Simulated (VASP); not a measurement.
Here is a VASP 6.6.1 calculation.

File INCAR:

```
SYSTEM = InP
  PREC = Accurate
  ENCUT = 520
  EDIFF = 1E-6
  ISMEAR = -1
  SIGMA = 0.01
  LREAL = .False.
  LASPH = .True.
  NELM = 150
  ALGO = Normal
  ISIF = 2
  LWAVE = .False.
  LCHARG = .True.
  MAGMOM = 0 0 0 0 0 0
  LORBIT = 11
  LSORBIT = .True.
  GGA_COMPAT = .False.
  LORBMOM = .True.
  GGA = PS
  LVHAR = .True.
  NBANDS = 30
```

File KPOINTS:

```
regular mesh
0
Gamma
  8 8 8
  0 0 0
```

File POSCAR:

```
InP
1.0
    2.9686749807      2.9686749807      0.0000000000
   -2.9686749807      2.9686749807      0.0000000000
    0.0000000000      2.9686749807      2.9060216331
In P
1 1
Direct
    0.0000000000      0.0000000000      0.0000000000
    0.7500000000      0.2500000000      0.5000000000
```

Potentials or basis: VASP PAW PBE potentials, release 64 (In_d, P).

Command:

```bash
$ cat potpaw_PBE.64/In_d/POTCAR potpaw_PBE.64/P/POTCAR > POTCAR
$ mpirun -np 1 vasp_ncl > vasp.out
```

**Question.** Estimate the net moment.

**Answer.** 0.00 μB per cell.

**Question.** Predict the pressure.

**Answer.** -0.6 GPa.

Stress tensor (GPa, compression positive):
```
-0.93  0.00  0.00
 0.00 -0.93  0.00
 0.00  0.00 -0.06
```

Caveat: the cell differs from its parent crystal (film at in-plane strain +0.01); the PAW data sets were made with another functional, which shifts forces and pressure a little.
